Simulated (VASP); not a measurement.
A run of VASP 6.6.1 is set up as follows.

File INCAR:

```
PREC = Accurate ; ENCUT = 520
EDIFF = 1E-7 ; ISMEAR = -1
SIGMA = 0.02 ; LREAL = Auto
LASPH = T ; NELM = 100
ALGO = Normal ; ISIF = 2
LWAVE = F ; LCHARG = F
GGA = PE ; NBANDS = 92
```

KPOINTS

```
regular mesh
0
Gamma
  5 5 2
```

File POSCAR:

```
InP2H6NO6
1.0
    5.4705000000      0.0000000000      0.0000000000
   -2.7352500000      4.7375919714      0.0000000000
    0.0000000000      0.0000000000     13.0895000000
In H P N O
2 12 4 2 12
Direct
    0.6666666667      0.3333333333      0.3999227573
    0.3333333333      0.6666666667      0.8999227573
    0.3333333333      0.6666666667      0.6379352356
    0.6666666667      0.3333333333      0.1379352356
    0.0000000000      0.0000000000      0.4409803979
    0.0000000000      0.0000000000      0.9409803979
    0.4357870686      0.8715741371      0.2248050140
    0.5642129314      0.4357870686      0.7248050140
    0.1284258629      0.5642129314      0.2248050140
    0.5642129314      0.1284258629      0.7248050140
    0.4357870686      0.5642129314      0.2248050140
    0.8715741371      0.4357870686      0.7248050140
    0.3333333333      0.6666666667      0.1194999824
    0.6666666667      0.3333333333      0.6194999824
    0.3333333333      0.6666666667      0.5304554077
    0.6666666667      0.3333333333      0.0304554077
    0.0000000000      0.0000000000      0.3335096670
    0.0000000000      0.0000000000      0.8335096670
    0.3333333333      0.6666666667      0.1981507581
    0.6666666667      0.3333333333      0.6981507581
    0.8450859976      0.1549140024      0.2962888890
    0.6901719952      0.8450859976      0.7962888890
    0.8450859976      0.6901719952      0.2962888890
    0.1549140024      0.8450859976      0.7962888890
    0.3098280048      0.1549140024      0.2962888890
    0.1549140024      0.3098280048      0.7962888890
    0.4895792045      0.9791584090      0.5002013616
    0.5104207955      0.4895792045      1.0002013616
    0.0208415910      0.5104207955      0.5002013616
    0.5104207955      0.0208415910      1.0002013616
    0.4895792045      0.5104207955      0.5002013616
    0.9791584090      0.4895792045      1.0002013616
```

Potentials or basis: VASP PAW PBE potentials, release 64 (In_d, H, P, N, O).

Command:

```bash
$ cat potpaw_PBE.64/In_d/POTCAR potpaw_PBE.64/H/POTCAR potpaw_PBE.64/P/POTCAR potpaw_PBE.64/N/POTCAR potpaw_PBE.64/O/POTCAR > POTCAR
$ mpirun -np 1 vasp_std > vasp.out
```

(1) What does it give for the largest force?

(2) Estimate the band gap on the k mesh.

Answers

(1) 0.095 eV/Å.

(2) 4.01 eV.

Caveat: spin-orbit coupling is left out, which moves the levels of the heavy elements.
